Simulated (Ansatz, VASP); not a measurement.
## Two plane-wave programs on WCl4F2

```xyz
7
Lattice="-3.1500 4.1000 2.8500 3.1500 -4.1000 2.8500 3.1500 4.1000 -2.8500" Properties=species:S:1:pos:R:3 pbc="T T T"
W     0.0000    0.0000    0.0000
Cl    1.6002    0.0000    4.0983
Cl    1.5498    4.1000    1.2483
Cl    0.0000    2.2714    0.0000
Cl    0.0000    5.9286    0.0000
F     1.3104    0.0000    1.3110
F     1.8396    4.1000   -1.5390
```

Alike in both runs: task relaxation of cell and atoms; functional PBE; k mesh 3 × 3 × 3; occupations gaussian, width 0.15 eV; no spin polarisation.

|  | VASP | Ansatz |
| --- | --- | --- |
| version | VASP 6.6.1 | Ansatz 0.2.0 |
| potentials or method | VASP PAW PBE potentials, release 64 (W_sv, Cl, F), cutoff 600 eV | scalar-relativistic, plane waves, PAW |
| valence electrons in the cell | 56 | 56 |

Ansatz gave:

| Property | Result |
| --- | --- |
| gap on the k mesh at the Fermi level, each at its own relaxed structure (eV) | 2.01 |
| relaxed volume (Å³/atom) | 32.28 |
| relaxed length of the cell vector where the two differ most in proportion (Å) | 6.869 |

Question: Estimate VASP's values.

Answer: gap on the k mesh at the Fermi level, each at its own relaxed structure (eV): 2.00; relaxed volume (Å³/atom): 32.05; relaxed length of the cell vector where the two differ most in proportion (Å): 6.833.

The k mesh is coarse, so the values compare programs but aren't converged. Neither program's run includes spin-orbit coupling. Noted on VASP's run: the volume moved by over 15 % at a fixed basis, so the end points are rough.
